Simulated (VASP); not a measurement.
# NaH (P6_3/mmc) in VASP: further runs, part 2 of 2

VASP 6.6.1. Earlier steps stand in the parts before.

**3. Single point, r2SCAN (epitaxial xy strain -3.4%)**

POSCAR reads:

```
NaH
1.0
    3.8192653035      0.0000000000      0.0000000000
   -1.9096326517      3.3075807766      0.0000000000
    0.0000000000      0.0000000000      4.9201960724
Na H
2 2
Direct
    0.3333333333      0.6666666667     -0.0625000000
    0.6666666667      0.3333333333      0.4375000000
    0.3333333333      0.6666666667      0.4375000000
    0.6666666667      0.3333333333      0.9375000000
```

INCAR.step1 reads:

```
  PREC = Accurate
  ENCUT = 520
  ISMEAR = 0
  SIGMA = 0.01
  LREAL = False
  LASPH = True
  NELM = 100
  NBANDS = 16
  GGA = PE
  ALGO = Normal
  EDIFF = 1E-4
  LWAVE = True
  LCHARG = False
```

INCAR.step2 reads:

```
  PREC = Accurate
  ENCUT = 520
  EDIFF = 1E-6
  ISMEAR = 0
  SIGMA = 0.01
  LREAL = False
  LASPH = True
  NELM = 100
  ALGO = Normal
  ISIF = 2
  LWAVE = False
  LCHARG = False
  METAGGA = R2SCAN
  LMIXTAU = True
  NBANDS = 16
  ISTART = 1
```

KPOINTS reads:

```
regular mesh
0
Gamma
  12 12 6
```

Potentials or basis: VASP PAW PBE potentials, release 64 (Na_pv, H).

The run is started by

```bash
$ cat potpaw_PBE.64/Na_pv/POTCAR potpaw_PBE.64/H/POTCAR > POTCAR
$ cp INCAR.step1 INCAR
$ mpirun -np 1 vasp_std > vasp.out
$ cp INCAR.step2 INCAR
$ mpirun -np 1 vasp_std > vasp.out
```

OUTCAR:

```text
PREC = Accurate
   ENCUT = 520
   EDIFF = 1E-6
   ISMEAR = 0
   LREAL = False
   LASPH = True
   NELM = 100
   ISIF = 2
   METAGGA = R2SCAN
   ISTART = 1

 ion  position               nearest neighbor table
   1  0.333  0.667  0.938-
   2  0.667  0.333  0.438-
   3  0.333  0.667  0.438-
   4  0.667  0.333  0.938-

  LATTYP: Found a hexagonal cell.
 ALAT       =     3.8192653035
 C/A-ratio  =     1.2882572122

  Lattice vectors:

 A1 = (   3.8192653035,   0.0000000000,   0.0000000000)
 A2 = (  -1.9096326517,   3.3075807766,   0.0000000000)
 A3 = (   0.0000000000,   0.0000000000,   4.9201960724)

Analysis of symmetry for initial positions (statically):
=====================================================================
 Subroutine PRICEL returns:
 Original cell was already a primitive cell.

 Routine SETGRP: Setting up the symmetry group for a
 hexagonal supercell.

 Subroutine GETGRP returns: Found 24 space group operations
 (whereof  6 operations were pure point group operations)
 out of a pool of 24 trial point group operations.

The static configuration has the point symmetry C_3v.
 The point group associated with its full space group is D_6h.

Analysis of symmetry for dynamics (positions and initial velocities):
=====================================================================
 Subroutine PRICEL returns:
 Original cell was already a primitive cell.

 Routine SETGRP: Setting up the symmetry group for a
 hexagonal supercell.

 Subroutine GETGRP returns: Found 24 space group operations
 (whereof  6 operations were pure point group operations)
 out of a pool of 24 trial point group operations.

The dynamic configuration has the point symmetry C_3v.
[... 119 lines left out ...]
   ISMEAR =     0;   SIGMA  =   0.01  broadening in eV -4-tet -1-fermi 0-gaus
   EFERMI_NEDOS =   21; number of points for ismear=-14 and -15
   IALGO  =     38    algorithm
   IMIX   =      4    mixing-type and parameters
     AMIX     =   0.40;   BMIX     =  1.00
     AMIX_MAG =   1.60;   BMIX_MAG =  1.00
  volume/ion in A,a.u.               =      15.54       104.86
  Fermi-wavevector in a.u.,A,eV,Ry     =   1.041415  1.967989 14.756140  1.084546
  Thomas-Fermi vector in A             =   2.176035
   LORBIT       =      0    0 simple, 1 ext, 2 COOP (PROOUT), +10 PAW based schemes
   METAGGA = R2SCAN    functional components
   LHFCALC =     F    Hartree Fock is set to
   AEXX    =    0.0000 exact exchange contribution
   IVDW    =     0    specifies the selected vdW correction
   LEPSILON=     F    determine dielectric tensor
   LRPA    =     F    only Hartree local field effects (RPA)
 non-spin polarized calculation
 Gauss-broadening in eV      SIGMA  =   0.01
  energy-cutoff  :      520.00
  volume of cell :       62.15
 maximum number of plane-waves:      1692
   NGX = 15   NGY = 15   NGZ = 19

 number of electron      16.0000020 magnetization

 Free energy of the ion-electron system (eV)
  ---------------------------------------------------
  ext. energy  EPLUGINS =         0.00000000
  ---------------------------------------------------
  free energy    TOTEN  =       -15.03247076 eV

  energy without entropy =      -15.03247076  energy(sigma->0) =      -15.03247076

 E-fermi :  -1.6162     XC(G=0):  -7.6481

 val. band max:       -1.7119858911   @ k =   0.1667   0.0833   0.0000
 cond. band min:       2.2080501539   @ k =   0.3333   0.3333   0.0000
 fundamental gap:      3.9200360449
 Fermi energy:        -1.6162158095

 k-point     1 :       0.0000    0.0000    0.0000
  band No.  band energies     occupation
      1     -24.6218      2.00000
      2     -24.5583      2.00000
      3     -24.5580      2.00000
      4     -24.5326      2.00000
      5     -24.5323      2.00000
      6     -24.5298      2.00000
[... 433 lines left out ...]
      3     -24.5651      2.00000
      4     -24.5647      2.00000
      5     -24.5378      2.00000
      6     -24.5347      2.00000
[... 8 lines left out ...]
     15      11.3614      0.00000
     16      12.4586      0.00000

 [... further k-points ...]

------------------------ aborting loop because EDIFF is reached ----------------------------------------

  FORCE on cell =-STRESS in cart. coord.  units (eV):
  Direction    XX          YY          ZZ          XY          YZ          ZX
  --------------------------------------------------------------------------------------
  -------------------------------------------------------------------------------------
  Total        0.6653246      0.6653246     -0.1021668      0.0000000     -0.0000000      0.0000000
  in kB       17.1502892     17.1502892     -2.6335881      0.0000000     -0.0000000      0.0000000
  external PRESSURE =      10.5556634 kB  Pullay stress =       0.0000000 kB

 VOLUME and BASIS-vectors are now :
 -----------------------------------------------------------------------------
  energy-cutoff  :      520.00
  volume of cell :       62.15
      direct lattice vectors                 reciprocal lattice vectors
     3.819265303  0.000000000  0.000000000     0.261830462  0.151167888  0.000000000
    -1.909632652  3.307580777  0.000000000     0.000000000  0.302335776  0.000000000
     0.000000000  0.000000000  4.920196072     0.000000000  0.000000000  0.203243933

 POSITION                                       TOTAL-FORCE (eV/Angst)
 -----------------------------------------------------------------------------------
     -0.00000      2.20505      4.61268         0.000000     -0.000000      0.000000
      1.90963      1.10253      2.15259        -0.000000      0.000000      0.000000
     -0.00000      2.20505      2.15259        -0.000000      0.000000     -0.000000
      1.90963      1.10253      4.61268        -0.000000      0.000000     -0.000000
 -----------------------------------------------------------------------------------
    total drift:                               -0.000000      0.000000      0.000000

  FREE ENERGIE OF THE ION-ELECTRON SYSTEM (eV)
  ---------------------------------------------------
  free  energy   TOTEN  =       -15.0324707590 eV

  energy  without entropy=      -15.0324707590  energy(sigma->0) =      -15.03247076
```

OSZICAR.step1:

```text
N       E                     dE             d eps       ncg     rms          rms(c)
DAV:   1     0.115980096509E+03    0.11598E+03   -0.84012E+03  2432   0.104E+03
DAV:   2    -0.480006681031E+01   -0.12078E+03   -0.11617E+03  2656   0.302E+02
DAV:   3    -0.110213731627E+02   -0.62213E+01   -0.62065E+01  3152   0.720E+01
DAV:   4    -0.111040797043E+02   -0.82707E-01   -0.82703E-01  2816   0.941E+00
DAV:   5    -0.111054723809E+02   -0.13927E-02   -0.13927E-02  3120   0.118E+00    0.495E+00
DAV:   6    -0.102485089793E+02    0.85696E+00   -0.34145E-01  3280   0.373E+00    0.228E+00
DAV:   7    -0.100242589361E+02    0.22425E+00   -0.45043E-01  3080   0.302E+00    0.549E-01
DAV:   8    -0.100445518252E+02   -0.20293E-01   -0.34521E-02  2520   0.154E+00    0.146E-01
DAV:   9    -0.100452348379E+02   -0.68301E-03   -0.50802E-03  2888   0.629E-01    0.470E-02
DAV:  10    -0.100451681990E+02    0.66639E-04   -0.28253E-04  2752   0.114E-01
   1 F= -.10045168E+02 E0= -.10045168E+02  d E =-.189531E-72
```

It took 7.6 min on 1 thread of AMD EPYC 7R13, shared host; peak memory 0.18 GiB.

What came out:

```yaml
Free_energy: -15.0325 eV
Pressure: 1.1 GPa
Band_gap_on_the_k_mesh: 3.92 eV, indirect (least direct gap 4.56 eV)
```

Caveat: the cell differs from its parent crystal (epitaxial xy strain -3.4%); the PAW data sets were made with another functional, which shifts forces and pressure a little.
